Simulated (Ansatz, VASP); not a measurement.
# One calculation of TiO2, two programs

```
Ti O
1.0
    -1.90894    1.90894    5.25499
     1.90894   -1.90894    5.25499
     1.90894    1.90894   -5.25499
Ti O
2 4
Direct
  0.00000 0.00000 0.00000
  0.75000 0.25000 0.50000
  0.20528 0.20528 0.00000
  0.95528 0.45528 0.50000
  0.54472 0.04472 0.50000
  0.79472 0.79472 0.00000
```

Change from the starting cell: strain +0.0750 x Voigt [0, 0, 1, 0, 0, 0], atoms carried along.

Alike in both runs: task single point; functional PBE; k mesh 8 × 8 × 8; occupations gaussian, width 0.05 eV; no spin polarisation; Hubbard terms Ti d U = 4.0 eV.

|  | VASP | Ansatz |
| --- | --- | --- |
| version | VASP 6.6.1 | Ansatz 0.2.0 |
| potentials or method | VASP PAW PBE potentials, release 64 (Ti_sv, O), cutoff 520 eV | scalar-relativistic, plane waves, PAW |
| valence electrons in the cell | 48 | 48 |

|  | VASP | Ansatz | Ansatz less VASP |
| --- | --- | --- | --- |
| gap on the k mesh at the Fermi level (eV) | 2.49 | 2.41 | -0.081 |
| least direct gap on the mesh (eV) | 2.83 | 2.75 | -0.077 |
| pressure (GPa) | -8.4 | -11.7 | -3.29 |
| traceless stress, the component that is largest in VASP (GPa) | -7.95 | -6.43 | +1.526 |
| rms of the force components (eV/Å) | 0.318 | 0.341 | +0.0224 |

The programs project onto different local orbitals, so the same U acts differently, and such runs can settle in different states. Atom by atom the forces differ by 0.022 eV/Å (rms over components).
